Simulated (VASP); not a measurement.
A run of VASP 6.6.1 is set up as follows.

File INCAR:

```
PREC = Accurate
ENCUT = 520
EDIFF = 1E-8
ISMEAR = -1
SIGMA = 0.05
LREAL = False
LASPH = True
NELM = 80
ALGO = Normal
ISIF = 2
LWAVE = False
LCHARG = False
GGA = PE
LEFG = True
NBANDS = 17
```

Contents of KPOINTS:

```
regular mesh
0
Gamma
  9 9 9
```

POSCAR

```
SnTe
1.0
    0.0000000000      3.5337391279      3.5337391279
    3.5337391279      0.0000000000      3.5337391279
    3.5337391279      3.5337391279      0.0000000000
Sn Te
1 1
Direct
    0.0000000000      0.0000000000      0.0000000000
    0.2500000000      0.2500000000      0.2500000000
```

Potentials or basis: VASP PAW PBE potentials, release 64 (Sn_d, Te).

Run with:

```bash
$ cat potpaw_PBE.64/Sn_d/POTCAR potpaw_PBE.64/Te/POTCAR > POTCAR
$ mpirun -np 1 vasp_std > vasp.out
```

Problem. What does it give for the pressure?

Solution. 1.7 GPa.

Caveat: without QUAD_EFG the Cq values of the log hold for a quadrupole moment of 1 mb, not for the nuclei.
